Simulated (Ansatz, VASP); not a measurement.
## AlInSbN2: VASP beside Ansatz

```
Al In Sb N
1.0
     3.19687    0.00000    0.00000
    -1.59844    2.76857    0.00000
     0.00000    0.00000    9.41637
Al In Sb N
1 1 1 2
Direct
  0.00000 0.00000 0.36132
  0.33333 0.66667 0.05898
  0.66667 0.33333 0.69648
  0.66667 0.33333 0.31222
  0.00000 0.00000 0.57101
```

Change from the starting cell: species swapped into the TbZnAgAs2 type (P3m1, No. 156).

Alike in both runs: functional PBE; k mesh 12 × 12 × 4; occupations gaussian, width 0.1 eV; no spin polarisation.

Ansatz relaxed the structure, and its values are those at the end. VASP's run is a single point on that final structure, the one shown.

```csv
,VASP,Ansatz
version,VASP 6.6.1,Ansatz 0.2.0
potentials or method,"VASP PAW PBE potentials, release 64 (Al, In_d, Sb, N), cutoff 520 eV","scalar-relativistic, plane waves, PAW"
valence electrons in the cell,31,41
```

Ansatz gave:

```
gap on the k mesh at the Fermi level (eV) : none
pressure (GPa)                            : 0.0
rms of the force components (eV/Å)        : 0.001
```

Q: What did VASP give for the same quantities?

A: gap on the k mesh at the Fermi level (eV): none; pressure (GPa): -0.2; rms of the force components (eV/Å): 0.013.

A gap of «none» marks a metal or a gap that the smearing closes. The functional is the same, so the differences come from potentials, cutoffs and numerics. VASP's potentials hold 31 valence electrons a cell and Ansatz's 41, so a difference there can come from the potentials and not from the codes.

Neither program's run includes spin-orbit coupling.
